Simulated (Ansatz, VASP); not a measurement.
# Two plane-wave programs on Sn2TeAs2

```
Sn Te As
1.0
     4.05316    0.00000    0.00000
    -2.02658    3.51014    0.00000
     0.00000    0.00000    9.40190
Sn Te As
2 1 2
Cartesian
  2.0266 1.1700 7.2983
  0.0000 2.3401 2.1036
  0.0000 0.0000 0.0000
  2.0266 1.1700 3.8483
  0.0000 2.3401 5.5536
```

Change from the starting cell: species swapped into the SrAl2Si2 type (P-3m1, No. 164).

Alike in both runs: functional PBE; k mesh 6 × 6 × 2; occupations gaussian, width 0.1 eV; no spin polarisation.

Ansatz relaxed the structure, and its values are those at the end. VASP's run is a single point on that final structure, the one shown.

|  | VASP | Ansatz |
| --- | --- | --- |
| version | VASP 6.6.1 | Ansatz 0.2.0 |
| potentials or method | VASP PAW PBE potentials, release 64 (Sn_d, Te, As), cutoff 520 eV | scalar-relativistic, plane waves, PAW |
| valence electrons in the cell | 44 | 74 |

```csv
,VASP,Ansatz,Ansatz less VASP
gap on the k mesh at the Fermi level (eV),none,none,-
pressure (GPa),0.1,0.1,-0.01
rms of the force components (eV/Å),0.003,0.003,-0.0001
```

A gap of «none» marks a metal or a gap that the smearing closes. The functional is the same, so the differences come from potentials, cutoffs and numerics. VASP's potentials hold 44 valence electrons a cell and Ansatz's 74, so a difference there can come from the potentials and not from the codes.

Spin-orbit coupling is off throughout.
